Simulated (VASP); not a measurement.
Wanted: the native input for a VASP 6.6.1 run.

```
Task                   : single point
Functional             : PBE
Dispersion             : D3(BJ)
Potentials or basis    : VASP PAW PBE potentials, release 64 (Pb_d)
Cutoff                 : 520 eV
k mesh                 : 14 × 14 × 14
Occupations            : gaussian, width 0.1 eV
Spin                   : no spin polarisation
Dipole correction      : no
Further INCAR settings : ALGO = Normal; EDIFF = 1e-06; NBANDS = 13
```

The structure of Pb lies in POSCAR:

```
Pb
1.0
    0.0000000000      2.5040929798      2.5040929798
    2.5040929798      0.0000000000      2.5040929798
    2.5040929798      2.5040929798      0.0000000000
Pb
1
Direct
    0.0000000000      0.0000000000      0.0000000000
```

This cell differs from its parent crystal: volume scaled by 1.03.

The input as run:

INCAR

```
SYSTEM = Pb
PREC = Accurate ; ENCUT = 520
EDIFF = 1E-6 ; ISMEAR = 0
SIGMA = 0.1 ; LREAL = .FALSE.
LASPH = .TRUE. ; NELM = 100
ALGO = Normal ; ISIF = 2
LWAVE = .FALSE. ; LCHARG = .FALSE.
GGA = PE ; IVDW = 12
NBANDS = 13
```

KPOINTS

```
regular mesh
0
G
  14 14 14
  0 0 0
```

Potentials or basis: VASP PAW PBE potentials, release 64 (Pb_d).

Run with:

```sh
$ cat potpaw_PBE.64/Pb_d/POTCAR > POTCAR
$ mpirun -np 1 vasp_std > vasp.out
```

It gave:

* Pressure: -1.3 GPa
* Band gap on the k mesh: zero (band 7 reaches 14.04 eV, above the bottom of band 8 at 5.41 eV)
* Dispersion energy per atom: -0.395 eV

Caveat: spin-orbit coupling is left out, which moves the levels of the heavy elements; pairwise dispersion overbinds metals, which lowers pressure and volume.

Wall time 78 s on 1 thread of AMD EPYC 7R13, on a shared host, peak memory 0.16 GiB.
